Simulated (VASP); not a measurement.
A run of VASP 6.6.1 is set up as follows.

INCAR

```
ALGO = Fast
EDIFF = 1E-7
ENCUT = 520
GGA = PE
ISIF = 2
ISMEAR = 0
LASPH = True
LCHARG = True
LELF = True
LREAL = False
LVHAR = True
LWAVE = False
NBANDS = 11
NELM = 60
PREC = Accurate
SIGMA = 0.15
```

File KPOINTS:

```
k-points
0
Gamma
  16 16 16
```

Contents of POSCAR:

```
Ca
1.0
   -2.2603350262      2.2603350262      2.3059205505
    2.2603350262     -2.2603350262      2.3059205505
    2.2603350262      2.2603350262     -2.3059205505
Ca
1
Direct
    0.5000000000      0.5000000000      0.0000000000
```

Potentials or basis: VASP PAW PBE potentials, release 64 (Ca_sv).

Launch:

```sh
$ cat potpaw_PBE.64/Ca_sv/POTCAR > POTCAR
$ mpirun -np 1 vasp_std > vasp.out
```

Task: Estimate the band gap on the k mesh.

Result: Zero (band 5 reaches 1.91 eV, above the bottom of band 6 at 1.46 eV).

Task: Predict the pressure.

Result: -1.6 GPa.

Caveat: the cell differs from its parent crystal (strain +0.025 along x and y, +0.050 along z).
